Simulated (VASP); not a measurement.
A run of VASP 6.6.1:

INCAR

```
PREC     = Accurate       # precision mode
ENCUT    = 520            # plane-wave cutoff, eV
EDIFF    = 1E-7           # SCF threshold, eV
ISMEAR   = -1             # smearing method
SIGMA    = 0.05           # smearing width, eV
LREAL    = F              # projectors in reciprocal space
LASPH    = T              # aspherical terms in the spheres
NELM     = 80             # most SCF steps
ALGO     = Normal         # electronic algorithm
ISIF     = 2              # what is computed and relaxed
LWAVE    = F              # write WAVECAR
LCHARG   = T              # write CHGCAR
LELF     = T              # ELF
LVHAR    = T            
NBANDS   = 22             # bands
```

Contents of KPOINTS:

```
regular mesh
0
Gamma
  7 7 4
```

The input POSCAR:

```
Cl
1.0
    3.2066823265     -2.2941288504      0.0000000000
    3.2066823265      2.2941288504      0.0000000000
    0.0000000000      0.0000000000      8.3710212721
Cl
4
Direct
    0.3700000000      0.6300000000      0.4000000000
    0.1300000000      0.8700000000      0.9000000000
    0.6300000000      0.3700000000      0.6000000000
    0.8700000000      0.1300000000      0.1000000000
```

Potentials or basis: VASP PAW LDA potentials, release 64 (Cl).

Launch:

```bash
$ cat potpaw_LDA.64/Cl/POTCAR > POTCAR
$ mpirun -np 1 vasp_std > vasp.out
```

Hardware: 1 thread of Intel(R) Xeon(R) 6975P-C (Granite Rapids), on a shared host.

Question: How long does it take, and how much memory?

Answer: It took 50 s on 1 thread of Intel(R) Xeon(R) 6975P-C (Granite Rapids), with other jobs on the host, peak memory 0.23 GiB. Counts: scf iterations 14, k points 48.
